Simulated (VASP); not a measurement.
# Ir (Fm-3m) in VASP: further runs, part 2 of 2

VASP 6.6.1.

## 3. Single point, r2SCAN

The input, POSCAR:

```
Ir
1.0
    0.0000000000      1.8831634113      1.8831634113
    1.8831634113      0.0000000000      1.8831634113
    1.8831634113      1.8831634113      0.0000000000
Ir
1
Direct
    0.0000000000      0.0000000000      0.0000000000
```

The input, INCAR.step1:

```
SYSTEM = Ir
PREC     = Accurate       ! precision mode
ENCUT    = 520            ! plane-wave cutoff, eV
ISMEAR   = -1             ! smearing method
SIGMA    = 0.1            ! smearing width, eV
LREAL    = .FALSE.        ! projectors in reciprocal space
LASPH    = .TRUE.         ! aspherical terms in the spheres
NELM     = 60             ! most SCF steps
NBANDS   = 10             ! bands
GGA      = PE             ! functional
ALGO     = Normal         ! electronic algorithm
EDIFF    = 1E-4           ! SCF threshold, eV
LWAVE    = .TRUE.         ! write WAVECAR
LCHARG   = .FALSE.        ! write CHGCAR
```

The input, INCAR.step2:

```
SYSTEM = Ir
PREC     = Accurate       ! precision mode
ENCUT    = 520            ! plane-wave cutoff, eV
EDIFF    = 1E-6           ! SCF threshold, eV
ISMEAR   = -1             ! smearing method
SIGMA    = 0.1            ! smearing width, eV
LREAL    = .FALSE.        ! projectors in reciprocal space
LASPH    = .TRUE.         ! aspherical terms in the spheres
NELM     = 60             ! most SCF steps
ALGO     = Normal         ! electronic algorithm
ISIF     = 2              ! what is computed and relaxed
LWAVE    = .FALSE.        ! write WAVECAR
LCHARG   = .FALSE.        ! write CHGCAR
METAGGA  = R2SCAN         ! meta-GGA
LMIXTAU  = .TRUE.       
NBANDS   = 10             ! bands
ISTART   = 1
```

The input, KPOINTS:

```
Automatic mesh
0
G
  15 15 15
  0 0 0
```

Potentials or basis: VASP PAW PBE potentials, release 64 (Ir).

Command:

```console
$ cat potpaw_PBE.64/Ir/POTCAR > POTCAR
$ cp INCAR.step1 INCAR
$ mpirun -np 1 vasp_std > vasp.out
$ cp INCAR.step2 INCAR
$ mpirun -np 1 vasp_std > vasp.out
```

OUTCAR:

```text
SYSTEM = Ir
   PREC = Accurate
   ENCUT = 520
   EDIFF = 1E-6
   ISMEAR = -1
   LREAL = .FALSE.
   LASPH = .TRUE.
   NELM = 60
   ISIF = 2
   METAGGA = R2SCAN
   ISTART = 1

 ion  position               nearest neighbor table
   1  0.000  0.000  0.000-

  LATTYP: Found a face centered cubic cell.
 ALAT       =     3.7663268226

  Lattice vectors:

 A1 = (   0.0000000000,   1.8831634113,   1.8831634113)
 A2 = (   1.8831634113,   0.0000000000,   1.8831634113)
 A3 = (   1.8831634113,   1.8831634113,   0.0000000000)
[... 480 lines left out ...]
      1       0.8531      2.00000
      2       5.6282      2.00000
      3       7.7070      2.00000
      4       7.8342      2.00000
      5       8.6692      2.00000
      6      10.3485      1.99972
      7      29.2250      0.00000
      8      29.5433      0.00000
      9      32.9149      0.00000
     10      33.4696      0.00000

 [... further k-points ...]
[... 5 lines left out ...]
  --------------------------------------------------------------------------------------
  -------------------------------------------------------------------------------------
  Total        2.5517084      2.5517084      2.5517084      0.0000000      0.0000000      0.0000000
  in kB      306.0889156    306.0889156    306.0889156      0.0000000      0.0000000      0.0000000
  external PRESSURE =     306.0889156 kB  Pullay stress =       0.0000000 kB

 VOLUME and BASIS-vectors are now :
 -----------------------------------------------------------------------------
  energy-cutoff  :      520.00
  volume of cell :       13.36
      direct lattice vectors                 reciprocal lattice vectors
     0.000000000  1.883163411  1.883163411    -0.265510681  0.265510681  0.265510681
     1.883163411  0.000000000  1.883163411     0.265510681 -0.265510681  0.265510681
     1.883163411  1.883163411  0.000000000     0.265510681  0.265510681 -0.265510681

 POSITION                                       TOTAL-FORCE (eV/Angst)
 -----------------------------------------------------------------------------------
      0.00000      0.00000      0.00000         0.000000     -0.000000     -0.000000
 -----------------------------------------------------------------------------------
    total drift:                               -0.000000     -0.000000     -0.000000

  FREE ENERGIE OF THE ION-ELECTRON SYSTEM (eV)
  ---------------------------------------------------
  free  energy   TOTEN  =       -52.3025970834 eV

  energy  without entropy=      -52.2787752920  energy(sigma->0) =      -52.29068619
```

OUTCAR.step1:

```text
SYSTEM = Ir
   PREC = Accurate
   ENCUT = 520
   ISMEAR = -1
   LREAL = .FALSE.
   LASPH = .TRUE.
[... 528 lines left out ...]
 -----------------------------------------------------------------------------------
      0.00000      0.00000      0.00000        -0.000000     -0.000000     -0.000000
 -----------------------------------------------------------------------------------
    total drift:                               -0.000000     -0.000000     -0.000000

  FREE ENERGIE OF THE ION-ELECTRON SYSTEM (eV)
  ---------------------------------------------------
  free  energy   TOTEN  =        -8.7493285228 eV

  energy  without entropy=       -8.7240096289  energy(sigma->0) =       -8.73666908
```

Wall time 2.4 min (1 thread of AMD EPYC 7R13, shared host); peak memory 0.11 GiB.

What came out:

| Property | Result |
| --- | --- |
| Free energy | -52.3026 eV |
| Pressure | 30.6 GPa |

Caveat: the PAW data sets were made with another functional, which shifts forces and pressure a little; spin-orbit coupling is left out, which moves the levels of the heavy elements.

## 4. Single point, r2SCAN

This run uses another cell than the first one, of 13.79 Å³/atom, 1.033 times its volume.

The input, POSCAR:

```
Ir
1.0
    0.0000000000      1.9034140329      1.9034140329
    1.9034140329      0.0000000000      1.9034140329
    1.9034140329      1.9034140329      0.0000000000
Ir
1
Direct
    0.0000000000      0.0000000000      0.0000000000
```

The input, INCAR.step1:

```
PREC = Accurate
ENCUT = 520
ISMEAR = -1
SIGMA = 0.1
LREAL = F
LASPH = T
NELM = 60
NBANDS = 10
GGA = PE
ALGO = Normal
EDIFF = 1E-4
LWAVE = T
LCHARG = F
```

The input, INCAR.step2:

```
PREC = Accurate
ENCUT = 520
EDIFF = 1E-6
ISMEAR = -1
SIGMA = 0.1
LREAL = F
LASPH = T
NELM = 60
ALGO = Normal
ISIF = 2
LWAVE = F
LCHARG = F
METAGGA = R2SCAN
LMIXTAU = T
NBANDS = 10
ISTART = 1
```

The input, KPOINTS:

```
regular mesh
0
Gamma
  15 15 15
```

Command:

```console
$ cat potpaw_PBE.64/Ir/POTCAR > POTCAR
$ cp INCAR.step1 INCAR
$ mpirun -np 1 vasp_std > vasp.out
$ cp INCAR.step2 INCAR
$ mpirun -np 1 vasp_std > vasp.out
```

Wall time 2.2 min (1 thread of AMD EPYC 7R13, shared host); peak memory 0.11 GiB.

Results (log left out):

* Free energy: -52.3639 eV
* Pressure: 14.9 GPa

Levels at points of the mesh, in eV from the Fermi level:
| k point | band 2 | band 3 | band 4 | band 5 | band 6 | band 7 |
| --- | --- | --- | --- | --- | --- | --- |
| (0.00, 0.00, 0.00) | -4.18 | -4.18 | -4.18 | -1.35 | -1.35 | 15.02 |

Caveat: the PAW data sets were made with another functional, which shifts forces and pressure a little; spin-orbit coupling is left out, which moves the levels of the heavy elements.
